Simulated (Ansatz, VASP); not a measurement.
**One calculation of PbO, two programs**

```
Pb O
1.0
     5.71305    0.00000    0.00000
     0.00000    6.27476    0.00000
     0.00000    0.00000    5.21384
Pb O
4 4
Direct
  0.47675 0.28777 0.76752
  0.97675 0.71223 0.76752
  0.52325 0.71223 0.26752
  0.02325 0.28777 0.26752
  0.10008 0.37829 0.85202
  0.60008 0.62171 0.85202
  0.39992 0.37829 0.35202
  0.89992 0.62171 0.35202
```

Alike in both runs: functional PBE; k mesh 6 × 6 × 6; occupations gaussian, width 0.02 eV; no spin polarisation.

Ansatz relaxed the structure, and its values are those at the end. VASP's run is a single point on that final structure, the one shown.

|  | VASP | Ansatz |
| --- | --- | --- |
| version | VASP 6.6.1 | Ansatz 0.2.0 |
| potentials or method | VASP PAW PBE potentials, release 64 (Pb_d, O), cutoff 520 eV | scalar-relativistic, plane waves, PAW |
| valence electrons in the cell | 80 | 80 |

Ansatz gave:

| Property | Result |
| --- | --- |
| gap on the k mesh at the Fermi level (eV) | 2.35 |
| least direct gap on the mesh (eV) | 2.90 |
| pressure (GPa) | 0.0 |
| rms of the force components (eV/Å) | 0.000 |

**Question.** Estimate VASP's values.

**Answer.** gap on the k mesh at the Fermi level (eV): 2.34; least direct gap on the mesh (eV): 2.90; pressure (GPa): 0.1; rms of the force components (eV/Å): 0.018.

With one functional, cell and mesh, what is left measures potentials, basis and numerics.

Neither program's run includes spin-orbit coupling.
